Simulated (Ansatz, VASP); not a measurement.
## Two plane-wave programs on W

POSCAR

```
W
1.0
    0.0000000000     -3.1683686574      0.0000000000
   -3.1683686574      0.0000000000      0.0000000000
    0.0000000000      0.0000000000     -3.1683686574
W
2
Direct
    0.5000000000      0.5000000000      0.5000000000
    0.0000000000      0.0000000000      0.0000000000
```

The input INCAR.step1:

```
SYSTEM = W
ALGO = Normal
EDIFF = 1E-4
ENCUT = 520
GGA = PE
ISMEAR = 0
LASPH = .TRUE.
LCHARG = .FALSE.
LREAL = .FALSE.
LWAVE = .TRUE.
NBANDS = 21
NELM = 100
PREC = Accurate
SIGMA = 0.15
```

The input INCAR.step2:

```
SYSTEM = W
ALGO = Normal
EDIFF = 1E-6
ENCUT = 520
ISIF = 2
ISMEAR = 0
ISTART = 1
LASPH = .TRUE.
LCHARG = .TRUE.
LELF = .TRUE.
LMIXTAU = .TRUE.
LREAL = .FALSE.
LVHAR = .TRUE.
LWAVE = .FALSE.
METAGGA = R2SCAN
NBANDS = 21
NELM = 100
PREC = Accurate
SIGMA = 0.15
```

Contents of KPOINTS:

```
k-points
0
G
  10 10 10
  0 0 0
```

Input for Ansatz:

```yaml
crystal:
  lattice:
    - [0.0, -3.1683686574, 0.0]
    - [-3.1683686574, 0.0, 0.0]
    - [0.0, 0.0, -3.1683686574]
  atoms:
    - { symbol: W, position: [0.5, 0.5, 0.5] }
    - { symbol: W, position: [0.0, 0.0, 0.0] }
basis:
  ecutwfc: 500
kpoints:
  mp_grid: { grid: [10, 10, 10] }
hamiltonian:
  xc: r2scan
scf:
  occupations: { method: gaussian, width: 0.15 }
output:
  forces: true
  stress: true
  eigenvalues: true
  write_density: true
  write_potential: true
  elf: true
  volumetric_format: npy
```

Alike in both runs: task single point; functional r2SCAN; k mesh 10 × 10 × 10; occupations gaussian, width 0.15 eV; no spin polarisation.

|  | VASP | Ansatz |
| --- | --- | --- |
| version | VASP 6.6.1 | Ansatz 0.2.0 |
| potentials or method | VASP PAW PBE potentials, release 64 (W_sv), cutoff 520 eV | scalar-relativistic, plane waves, PAW |
| valence electrons in the cell | 28 | 28 |

Ansatz gave:

| Quantity | Value |
| --- | --- |
| gap on the k mesh at the Fermi level (eV) | none |
| pressure (GPa) | 0.1 |

Q: What did VASP give for the same quantities?

A: gap on the k mesh at the Fermi level (eV): none; pressure (GPa): 1.3.

VASP's potentials were made for PBE, not for r2SCAN. A gap of «none» marks a metal or a gap that the smearing closes.

Spin-orbit coupling is off throughout.
